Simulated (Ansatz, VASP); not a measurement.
# One calculation of MnS, two programs

```xyz
4
Lattice="0.0000 2.6122 2.6122 5.2245 2.6122 2.6122 5.2245 5.2245 0.0000" Properties=species:S:1:pos:R:3 pbc="T T T"
Mn    0.0000    0.0000    0.0000
Mn    2.6122    2.6122    0.0000
S     2.6122    2.6122    2.6122
S     5.2245    5.2245    2.6122
```

Alike in both runs: task single point; functional PBEsol; k mesh 6 × 6 × 6; occupations gaussian, width 0.05 eV; collinear spin; Hubbard terms Mn d U = 4.0 eV, J = 0.9 eV.

|  | VASP | Ansatz |
| --- | --- | --- |
| version | VASP 6.6.1 | Ansatz 0.2.0 |
| potentials or method | VASP PAW PBE potentials, release 64 (Mn_sv, S), cutoff 600 eV | scalar-relativistic, plane waves, PAW |
| valence electrons in the cell | 42 | 42 |

Ansatz gave:

* gap on the k mesh at the Fermi level (eV): 0.48
* least direct gap on the mesh (eV): 1.84
* pressure (GPa): -0.6
* net moment per atom (μB): 2.50
* size of the moment on the site where the two differ most (μB): 4.47

**Question.** Which values does VASP return?

**Answer.** gap on the k mesh at the Fermi level (eV): 0.07; least direct gap on the mesh (eV): 1.45; pressure (GPa): -2.2; net moment per atom (μB): 2.50; size of the moment on the site where the two differ most (μB): 4.38.

VASP's potentials were made for PBE, not for PBEsol. Site moments also hang on the region over which each program counts them. The programs project onto different local orbitals, so the same U acts differently, and such runs can settle in different states.
